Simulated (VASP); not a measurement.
A run of VASP 6.6.1:

POSCAR

```
FeSi2
1.0
    2.4277058522      0.0000000000      0.0000000000
    0.0000000000      2.4277058522      0.0000000000
    0.0000000000      0.0000000000      4.7980359032
Fe Si
1 2
Direct
    0.0000000000      0.0000000000      0.0000000000
    0.5000000000      0.5000000000      0.2785449103
    0.5000000000      0.5000000000      0.7214550897
```

INCAR.step1

```
PREC     = Accurate       # precision mode
ENCUT    = 520            # plane-wave cutoff, eV
ISMEAR   = 0              # smearing method
SIGMA    = 0.1            # smearing width, eV
LREAL    = False          # projectors in reciprocal space
LASPH    = True           # aspherical terms in the spheres
NELM     = 150            # most SCF steps
ISPIN    = 2              # spin polarisation
MAGMOM   = 0.18 0 0       # initial moments
LMAXMIX  = 4              # l up to which the mixer works
NBANDS   = 19             # bands
GGA      = PE             # functional
ALGO     = Normal         # electronic algorithm
EDIFF    = 1E-4           # SCF threshold, eV
LWAVE    = True           # write WAVECAR
LCHARG   = False          # write CHGCAR
```

File INCAR.step2:

```
PREC     = Accurate       # precision mode
ENCUT    = 520            # plane-wave cutoff, eV
EDIFF    = 1E-7           # SCF threshold, eV
ISMEAR   = 0              # smearing method
SIGMA    = 0.1            # smearing width, eV
LREAL    = False          # projectors in reciprocal space
LASPH    = True           # aspherical terms in the spheres
NELM     = 150            # most SCF steps
ALGO     = Normal         # electronic algorithm
ISIF     = 2              # what is computed and relaxed
LWAVE    = False          # write WAVECAR
LCHARG   = False          # write CHGCAR
ISPIN    = 2              # spin polarisation
MAGMOM   = 0.18 0 0       # initial moments
LORBIT   = 11             # projections on sites
LMAXMIX  = 4              # l up to which the mixer works
METAGGA  = R2SCAN         # meta-GGA
LMIXTAU  = True         
NBANDS   = 19             # bands
ISTART   = 1
```

The input KPOINTS:

```
Automatic mesh
0
Gamma
  18 18 10
```

Potentials or basis: VASP PAW PBE potentials, release 64 (Fe, Si).

Launch:

```sh
$ cat potpaw_PBE.64/Fe/POTCAR potpaw_PBE.64/Si/POTCAR > POTCAR
$ cp INCAR.step1 INCAR
$ mpirun -np 1 vasp_std > vasp.out
$ cp INCAR.step2 INCAR
$ mpirun -np 1 vasp_std > vasp.out
```

Hardware: 1 thread of AMD EPYC 7R13, on a shared host.

Question: Estimate the wall time of this run.

Answer: Run time: 32 min on 1 thread of AMD EPYC 7R13, with other jobs on the host, peak memory 0.33 GiB. Counts: k points 330.
